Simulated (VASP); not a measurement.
# BiRh (P6_3/mmc) in VASP: a series of runs, part 2 of 2

VASP 6.6.1. The steps go on from the part before.

### Step 3. Electric field gradients, LDA (volume scaled by 1.04)

Input file INCAR:

```
SYSTEM = BiRh
PREC = Accurate
ENCUT = 520
EDIFF = 1E-8
ISMEAR = -1
SIGMA = 0.03
LREAL = .False.
LASPH = .True.
NELM = 100
ALGO = Normal
ISIF = 2
LWAVE = .False.
LCHARG = .False.
LEFG = .True.
NBANDS = 38
```

Input file KPOINTS:

```
regular mesh
0
Gamma
  12 12 7
  0 0 0
```

Input file POSCAR:

```
BiRh
1.0
    4.1478754753      0.0000000000      0.0000000000
   -2.0739377376      3.5921655333      0.0000000000
    0.0000000000      0.0000000000      5.7375217038
Bi Rh
2 2
Direct
    0.3333333333      0.6666666667      0.2500000000
    0.6666666667      0.3333333333      0.7500000000
    0.0000000000      0.0000000000      0.0000000000
    0.0000000000      0.0000000000      0.5000000000
```

Potentials or basis: VASP PAW LDA potentials, release 64 (Bi_d, Rh_pv).

Started as:

```bash
> cat potpaw_LDA.64/Bi_d/POTCAR potpaw_LDA.64/Rh_pv/POTCAR > POTCAR
> mpirun -np 1 vasp_std > vasp.out
```

OUTCAR:

```text
SYSTEM = BiRh
   PREC = Accurate
   ENCUT = 520
   EDIFF = 1E-8
   ISMEAR = -1
   LREAL = .False.
   LASPH = .True.
   NELM = 100
   ISIF = 2

 ion  position               nearest neighbor table
   1  0.333  0.667  0.250-   3 2.79   4 2.79   3 2.79   4 2.79   3 2.79   4 2.79   2 3.74   2 3.74
                             2 3.74   2 3.74   2 3.74   2 3.74
   2  0.667  0.333  0.750-   3 2.79   4 2.79   3 2.79   4 2.79   3 2.79   4 2.79   1 3.74   1 3.74
                             1 3.74   1 3.74   1 3.74   1 3.74
   3  0.000  0.000  0.000-   1 2.79   2 2.79   1 2.79   2 2.79   2 2.79   1 2.79   4 2.87   4 2.87

   4  0.000  0.000  0.500-   1 2.79   2 2.79   1 2.79   2 2.79   2 2.79   1 2.79   3 2.87   3 2.87

  LATTYP: Found a hexagonal cell.
 ALAT       =     4.1478754753
 C/A-ratio  =     1.3832434792

  Lattice vectors:

 A1 = (   4.1478754753,   0.0000000000,   0.0000000000)
 A2 = (  -2.0739377376,   3.5921655333,   0.0000000000)
 A3 = (   0.0000000000,   0.0000000000,   5.7375217038)

Analysis of symmetry for initial positions (statically):
=====================================================================
 Subroutine PRICEL returns:
 Original cell was already a primitive cell.

 Routine SETGRP: Setting up the symmetry group for a
 hexagonal supercell.

 Subroutine GETGRP returns: Found 24 space group operations
 (whereof 12 operations were pure point group operations)
 out of a pool of 24 trial point group operations.

The static configuration has the point symmetry D_3d.
 The point group associated with its full space group is D_6h.

Analysis of symmetry for dynamics (positions and initial velocities):
=====================================================================
 Subroutine PRICEL returns:
 Original cell was already a primitive cell.

 Routine SETGRP: Setting up the symmetry group for a
 hexagonal supercell.

 Subroutine GETGRP returns: Found 24 space group operations
 (whereof 12 operations were pure point group operations)
 out of a pool of 24 trial point group operations.

The dynamic configuration has the point symmetry D_3d.
 The point group associated with its full space group is D_6h.

 Subroutine INISYM returns: Found 24 space group operations
 (whereof 12 operations are pure point group operations),
 and found     1 'primitive' translations

----------------------------------------------------------------------------------------

                                     Primitive cell

  volume of cell :      85.4882

  direct lattice vectors                    reciprocal lattice vectors
     4.147875475  0.000000000  0.000000000     0.241087276  0.139191804  0.000000000
    -2.073937738  3.592165533  0.000000000     0.000000000  0.278383608  0.000000000
     0.000000000  0.000000000  5.737521704     0.000000000  0.000000000  0.174291280

  length of vectors
     4.147875475  4.147875475  5.737521704     0.278383608  0.278383608  0.174291280

  position of ions in fractional coordinates (direct lattice)
     0.333333333  0.666666667  0.250000000
     0.666666667  0.333333333  0.750000000
[... 97 lines left out ...]
   EFERMI_NEDOS =   21; number of points for ismear=-14 and -15
   IALGO  =     38    algorithm
   IMIX   =      4    mixing-type and parameters
     AMIX     =   0.40;   BMIX     =  1.00
     AMIX_MAG =   1.60;   BMIX_MAG =  1.00
  volume/ion in A,a.u.               =      21.37       144.23
  Fermi-wavevector in a.u.,A,eV,Ry     =   1.454866  2.749299 28.798585  2.116636
  Thomas-Fermi vector in A             =   2.571967
   LORBIT       =      0    0 simple, 1 ext, 2 COOP (PROOUT), +10 PAW based schemes
   GGA     = CA    functional components
   LHFCALC =     F    Hartree Fock is set to
   AEXX    =    0.0000 exact exchange contribution
   IVDW    =     0    specifies the selected vdW correction
   LEPSILON=     F    determine dielectric tensor
   LRPA    =     F    only Hartree local field effects (RPA)
 non-spin polarized calculation
  energy-cutoff  :      520.00
  volume of cell :       85.49
 maximum number of plane-waves:      2325
 NGX is ok and might be reduce to    32
   NGX = 15   NGY = 15   NGZ = 21

 number of electron      59.9999994 magnetization

 Free energy of the ion-electron system (eV)
  ---------------------------------------------------
  ext. energy  EPLUGINS =         0.00000000
  ---------------------------------------------------
  free energy    TOTEN  =       -27.09676091 eV

  energy without entropy =      -27.08641867  energy(sigma->0) =      -27.09158979

 E-fermi :   9.1593     XC(G=0): -11.9241

 val. band max:        9.1590954086   @ k =   0.2500   0.2500   0.1429
 cond. band min:       9.1729569234   @ k =   0.2500   0.1667   0.2857
 fundamental gap:      0.0138615148
 Fermi energy:         9.1593458731

 k-point     1 :       0.0000    0.0000    0.0000
  band No.  band energies     occupation
      1     -36.6857      2.00000
      2     -36.4896      2.00000
      3     -36.4896      2.00000
      4     -36.4723      2.00000
      5     -36.4681      2.00000
      6     -36.4681      2.00000
[... 973 lines left out ...]
     37      16.8233      0.00000
     38      16.9768      0.00000

 [... further k-points ...]

------------------------ aborting loop because EDIFF is reached ----------------------------------------

  FORCE on cell =-STRESS in cart. coord.  units (eV):
  Direction    XX          YY          ZZ          XY          YZ          ZX
  --------------------------------------------------------------------------------------
  -------------------------------------------------------------------------------------
  Total       -3.4540799     -3.4540799     -4.2284077     -0.0000000      0.0000000     -0.0000000
  in kB      -64.7346146    -64.7346146    -79.2466744     -0.0000000      0.0000000     -0.0000000
  external PRESSURE =     -69.5719679 kB  Pullay stress =       0.0000000 kB

 VOLUME and BASIS-vectors are now :
 -----------------------------------------------------------------------------
  energy-cutoff  :      520.00
  volume of cell :       85.49
      direct lattice vectors                 reciprocal lattice vectors
     4.147875475  0.000000000  0.000000000     0.241087276  0.139191804  0.000000000
    -2.073937738  3.592165533  0.000000000     0.000000000  0.278383608  0.000000000
     0.000000000  0.000000000  5.737521704     0.000000000  0.000000000  0.174291280

 POSITION                                       TOTAL-FORCE (eV/Angst)
 -----------------------------------------------------------------------------------
     -0.00000      2.39478      1.43438         0.000000     -0.000000      0.000000
      2.07394      1.19739      4.30314        -0.000000      0.000000      0.000000
      0.00000      0.00000      0.00000         0.000000     -0.000000      0.000000
      0.00000      0.00000      2.86876         0.000000     -0.000000      0.000000
 -----------------------------------------------------------------------------------
    total drift:                               -0.000000      0.000000      0.000000

  FREE ENERGIE OF THE ION-ELECTRON SYSTEM (eV)
  ---------------------------------------------------
  free  energy   TOTEN  =       -27.0967609109 eV

  energy  without entropy=      -27.0864186693  energy(sigma->0) =      -27.09158979

 Electric field gradients (V/A^2)
---------------------------------------------------------------------
 ion       V_xx      V_yy      V_zz      V_xy      V_xz      V_yz
---------------------------------------------------------------------
   1     -82.262   -82.263   164.526    -0.001    -0.000     0.000
   2     -82.262   -82.263   164.526    -0.001     0.000    -0.000
   3      17.839    17.839   -35.678     0.001    -0.000     0.000
   4      17.839    17.839   -35.678     0.001     0.000    -0.000
---------------------------------------------------------------------

 Electric field gradients after diagonalization (V/A^2)
 (convention: |V_zz| > |V_xx| > |V_yy|)
----------------------------------------------------------------------
 ion       V_xx      V_yy      V_zz     asymmetry (V_yy - V_xx)/ V_zz
----------------------------------------------------------------------
   1     -82.264   -82.262   164.526       0.000
   2     -82.264   -82.262   164.526       0.000
   3      17.840    17.838   -35.678       0.000
   4      17.840    17.838   -35.678       0.000
----------------------------------------------------------------------

           NMR quadrupolar parameters

 Cq : quadrupolar parameter    Cq=e*Q*V_zz/h
 eta: asymmetry parameters     (V_yy - V_xx)/ V_zz
 Q  : nuclear electric quadrupole moment in mb (millibarn)
----------------------------------------------------------------------
 ion       Cq(MHz)       eta       Q (mb)
----------------------------------------------------------------------
   1       0.398       0.000       1.000
   2       0.398       0.000       1.000
   3      -0.086       0.000       1.000
   4      -0.086       0.000       1.000
----------------------------------------------------------------------
```

OSZICAR:

```text
N       E                     dE             d eps       ncg     rms          rms(c)
DAV:   1     0.787643268583E+03    0.78764E+03   -0.33290E+04  5870   0.201E+03
DAV:   2     0.434604275620E+02   -0.74418E+03   -0.72547E+03  5848   0.600E+02
DAV:   3    -0.245628057644E+02   -0.68023E+02   -0.65624E+02  6346   0.186E+02
DAV:   4    -0.273835310054E+02   -0.28207E+01   -0.28035E+01  6604   0.384E+01
DAV:   5    -0.275078909260E+02   -0.12436E+00   -0.12434E+00  8038   0.819E+00    0.796E+00
DAV:   6    -0.271920536171E+02    0.31584E+00   -0.41148E-01  6968   0.552E+00    0.398E+00
DAV:   7    -0.271087027970E+02    0.83351E-01   -0.20407E-01  7046   0.349E+00    0.121E+00
DAV:   8    -0.270984244176E+02    0.10278E-01   -0.51456E-02  6324   0.162E+00    0.324E-01
DAV:   9    -0.270968211611E+02    0.16033E-02   -0.93222E-03  6796   0.931E-01    0.702E-02
DAV:  10    -0.270967617243E+02    0.59437E-04   -0.45613E-04  7154   0.218E-01    0.303E-02
DAV:  11    -0.270967607249E+02    0.99939E-06   -0.35872E-05  7750   0.436E-02    0.552E-03
DAV:  12    -0.270967609248E+02   -0.19987E-06   -0.34604E-06  7468   0.149E-02    0.265E-03
DAV:  13    -0.270967609101E+02    0.14654E-07   -0.25843E-07  6642   0.336E-03    0.461E-04
DAV:  14    -0.270967609109E+02   -0.76761E-09   -0.44463E-08  5868   0.155E-03
   1 F= -.27096761E+02 E0= -.27091590E+02  d E =-.103422E-01
```

Run time: 3.1 min. Hardware: 1 thread of Oxide Virtual Turin-like, shared host; peak memory 0.28 GiB.

Results:

```yaml
Free_energy: -27.0968 eV
Pressure: -7.0 GPa
Band_gap_on_the_k_mesh: zero (band 30 reaches 10.74 eV, above the bottom of band 31 at 8.30 eV)
```

Levels at points of the mesh, in eV from the Fermi level:
```tsv
k point	band 28	band 29	band 30	band 31	band 32	band 33
(0.00, 0.00, 0.00)	-0.92	1.28	1.28	1.29	3.16	3.41
(0.50, 0.00, 0.00)	-1.52	-1.09	-0.92	-0.85	-0.01	2.75
```

Electric field gradients, principal values (V/Å²):
```
atom    least   middle  greatest (by size)
1 Bi  -82.262  -82.264             164.526
2 Bi  -82.262  -82.264             164.526
3 Rh   17.838   17.840             -35.678
4 Rh   17.838   17.840             -35.678
```

Caveat: without QUAD_EFG the Cq values of the log hold for a quadrupole moment of 1 mb, not for the nuclei; spin-orbit coupling is left out, which moves the levels of the heavy elements.
